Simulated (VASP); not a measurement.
Write the native input for VASP 6.6.1 that does the following.

- Task: single point
- Functional: r2SCAN
- Potentials or basis: VASP PAW PBE potentials, release 64 (Mg)
- Cutoff: 520 eV
- k mesh: 18 × 18 × 16
- Occupations: gaussian, width 0.15 eV
- Spin: no spin polarisation
- Dipole correction: no
- Further INCAR settings: ALGO = Normal; EDIFF = 1e-06; NBANDS = 7

The system is Mg.

```
Mg
1.0
     3.20281    0.00000    0.00000
    -1.60141    2.77372    0.00000
     0.00000    0.00000    3.19708
Mg
1
Direct
  0.00000 0.00000 0.00000
```

This cell differs from its parent crystal: strain +0.050 along x and y, +0.050 along z.

One way to write it, as run:

POSCAR

```
Mg
1.0
    3.2028147905      0.0000000000      0.0000000000
   -1.6014073953      2.7737189722      0.0000000000
    0.0000000000      0.0000000000      3.1970794485
Mg
1
Direct
    0.0000000000      0.0000000000      0.0000000000
```

INCAR.step1

```
  PREC = Accurate
  ENCUT = 520
  ISMEAR = 0
  SIGMA = 0.15
  LREAL = False
  LASPH = True
  NELM = 100
  NBANDS = 7
  GGA = PE
  ALGO = Normal
  EDIFF = 1E-4
  LWAVE = True
  LCHARG = False
```

INCAR.step2

```
  PREC = Accurate
  ENCUT = 520
  EDIFF = 1E-6
  ISMEAR = 0
  SIGMA = 0.15
  LREAL = False
  LASPH = True
  NELM = 100
  ALGO = Normal
  ISIF = 2
  LWAVE = False
  LCHARG = False
  METAGGA = R2SCAN
  LMIXTAU = True
  NBANDS = 7
  ISTART = 1
```

KPOINTS

```
Automatic mesh
0
Gamma
  18 18 16
```

Potentials or basis: VASP PAW PBE potentials, release 64 (Mg).

Run with:

```sh
$ cat potpaw_PBE.64/Mg/POTCAR > POTCAR
$ cp INCAR.step1 INCAR
$ mpirun -np 1 vasp_std > vasp.out
$ cp INCAR.step2 INCAR
$ mpirun -np 1 vasp_std > vasp.out
```

Results of the run:

| Property | Result |
| --- | --- |
| Pressure | -3.2 GPa |
| Band gap on the k mesh | zero (band 1 reaches 4.57 eV, above the bottom of band 2 at -0.71 eV) |

Caveat: the cell differs from its parent crystal (strain +0.050 along x and y, +0.050 along z); the PAW data sets were made with another functional, which shifts forces and pressure a little.

It took 65 s on 1 thread of Intel Xeon 6975P-C (shared host), peak memory 0.2 GiB.
